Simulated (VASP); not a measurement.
# Al3Cu2: single point with PBEsol

Al3Cu2:

```
Al Cu
1.0
     3.91415    0.00000    0.00000
    -1.95707    3.38975    0.00000
     0.00000    0.00000    4.98210
Al Cu
3 2
Direct
  0.00000 0.00000 0.00000
  0.33333 0.66667 0.35151
  0.66667 0.33333 0.64849
  0.33333 0.66667 0.84229
  0.66667 0.33333 0.15771
```

This cell differs from its parent crystal: strain -0.0450 x Voigt [1, 1, 0, 0, 0, 0].

```yaml
Program: VASP 6.6.1
Task: single point
Functional: PBEsol
Potentials_or_basis: VASP PAW PBE potentials, release 64 (Al, Cu)
Cutoff: 520 eV
k_mesh: 12 × 12 × 10
Occupations: gaussian, width 0.15 eV
Spin: no spin polarisation
```

* Pressure: 11.3 GPa
* Largest force: 0.148 eV/Å

Forces in eV/Å, atoms in the order of the input:
```
Al   0.000  0.000  0.000
Al   0.000  0.000  0.097
Al   0.000  0.000 -0.097
Cu   0.000  0.000 -0.148
Cu   0.000  0.000  0.148
```

Stress tensor (GPa, compression positive):
```
14.99  0.00  0.00
 0.00 14.99  0.00
 0.00  0.00  4.05
```

Levels at points of the mesh, in eV from the Fermi level:
```
           k point  band 14  band 15  band 16  band 17  band 18  band 19
(0.00, 0.00, 0.00)     0.08     0.08     1.75     1.75     3.48     3.70
(0.50, 0.00, 0.00)    -3.05    -2.89    -0.89     0.01     0.64     3.06
(0.00, 0.00, 0.50)     1.48     1.48     1.52     1.52     2.30     2.93
(0.50, 0.00, 0.50)    -3.72    -1.79    -0.08     1.01     1.51     4.78
```

It took 2.7 min on 1 thread of Intel(R) Xeon(R) 6975P-C (Granite Rapids), with other jobs on the host, peak memory 0.34 GiB.

Caveat: the cell differs from its parent crystal (strain -0.0450 x Voigt [1, 1, 0, 0, 0, 0]); the PAW data sets were made with another functional, which shifts forces and pressure a little.
